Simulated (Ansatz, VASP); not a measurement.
**Two plane-wave programs on Al3Cu2**

INCAR

```
  PREC = Accurate
  ENCUT = 520
  EDIFF = 1E-6
  ISMEAR = 0
  SIGMA = 0.15
  LREAL = False
  LASPH = True
  NELM = 60
  ALGO = Fast
  ISIF = 2
  LWAVE = False
  LCHARG = True
  GGA = PS
  LELF = True
  LVHAR = True
  NBANDS = 24
```

File KPOINTS:

```
regular mesh
0
Gamma
  12 12 10
```

File POSCAR:

```
Al3Cu2
1.0
    4.0985856014      0.0000000000      0.0000000000
   -2.0492928007      3.5494792504      0.0000000000
    0.0000000000      0.0000000000      4.9821008425
Al Cu
3 2
Direct
    0.0000000000      0.0000000000      0.0000000000
    0.3333333333      0.6666666667      0.3515059809
    0.6666666667      0.3333333333      0.6484940191
    0.2453233687      0.6226616844      0.8839301411
    0.5786567021      0.2893283510      0.1993501777
```

Input for Ansatz:

```yaml
crystal:
  lattice:
    - [4.0985856014, 0.0, 0.0]
    - [-2.0492928007, 3.5494792504, 0.0]
    - [0.0, 0.0, 4.9821008425]
  atoms:
    - { symbol: Al, position: [0.0, 0.0, 0.0] }
    - { symbol: Al, position: [0.3333333333, 0.6666666667, 0.3515059809] }
    - { symbol: Al, position: [0.6666666667, 0.3333333333, 0.6484940191] }
    - { symbol: Cu, position: [0.2453233687, 0.6226616844, 0.8839301411] }
    - { symbol: Cu, position: [0.5786567021, 0.289328351, 0.1993501777] }
basis:
  ecutwfc: 420
kpoints:
  mp_grid: { grid: [12, 12, 10] }
hamiltonian:
  xc: pbesol
scf:
  occupations: { method: gaussian, width: 0.15 }
output:
  forces: true
  stress: true
  eigenvalues: true
```

Change from the starting cell: all Cu atoms moved +0.375 Å, as atom 4 towards its neighbour atom 5 (Cu) at 2.841 Å.

Alike in both runs: task single point; functional PBEsol; k mesh 12 × 12 × 10; occupations gaussian, width 0.15 eV; no spin polarisation.

```csv
,VASP,Ansatz
version,VASP 6.6.1,Ansatz 0.2.0
potentials or method,"VASP PAW PBE potentials, release 64 (Al, Cu), cutoff 520 eV","scalar-relativistic, plane waves, PAW"
valence electrons in the cell,31,47
```

|  | VASP | Ansatz | Ansatz less VASP |
| --- | --- | --- | --- |
| gap on the k mesh at the Fermi level (eV) | none | none | - |
| pressure (GPa) | 6.2 | 5.9 | -0.28 |
| traceless stress, the component that is largest in VASP (GPa) | 2.29 | 2.26 | -0.031 |
| rms of the force components (eV/Å) | 1.140 | 1.137 | -0.0031 |

VASP's potentials were made for PBE, not for PBEsol. Atom by atom the forces differ by 0.004 eV/Å (rms over components). A gap of «none» marks a metal or a gap that the smearing closes. The functional is the same, so the differences come from potentials, cutoffs and numerics. VASP's potentials hold 31 valence electrons a cell and Ansatz's 47, so a difference there can come from the potentials and not from the codes.
